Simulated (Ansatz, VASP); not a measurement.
**Ga in VASP and in Ansatz**

The input INCAR:

```
PREC = Accurate
ENCUT = 500
EDIFF = 1E-6
ISMEAR = -1
SIGMA = 0.05
LREAL = False
LASPH = True
NELM = 120
ALGO = Normal
ISIF = 2
LWAVE = False
LCHARG = False
GGA = PE
NBANDS = 12
GGA_COMPAT = False
```

KPOINTS

```
regular mesh
0
Gamma
  10 10 10
```

File POSCAR:

```
Ga
1.0
    2.6797663103      0.0000000000      0.0000000000
    0.0000000000      2.6797663103      0.0000000000
    0.0000000000      0.0000000000      2.6797663103
Ga
1
Direct
    0.0000000000      0.0000000000      0.0000000000
```

File input.yaml:

```yaml
crystal:
  lattice:
    - [2.6797663103, 0.0, 0.0]
    - [0.0, 2.6797663103, 0.0]
    - [0.0, 0.0, 2.6797663103]
  atoms:
    - { symbol: Ga, position: [0.0, 0.0, 0.0] }
hamiltonian:
  xc: pbe
  pseudopotentials: { kind: paw, azcp: { folder: soft_1 } }
kpoints:
  mp_grid: { grid: [10, 10, 10] }
scf:
  occupations: { method: fermi_dirac, width: 0.05 }
output:
  forces: true
  stress: true
  eigenvalues: true
  write_density: true
  write_potential: true
  elf: true
  volumetric_format: npy
```

Alike in both runs: task single point; functional PBE; k mesh 10 × 10 × 10; occupations fermi-dirac, width 0.05 eV; no spin polarisation.

|  | VASP | Ansatz |
| --- | --- | --- |
| version | VASP 6.6.1 | Ansatz 0.2.0 |
| potentials or method | VASP PAW PBE potentials, release 64 (Ga_d) | Ansatz PAW soft_1 |
| plane-wave cutoff (eV) | 500 | 420 |
| valence electrons in the cell | 13 | 13 |

```tsv
	VASP	Ansatz	Ansatz less VASP
gap on the k mesh at the Fermi level (eV)	none	none	-
pressure (GPa)	2.0	1.9	-0.07
```

A gap of «none» marks a metal or a gap that the smearing closes.
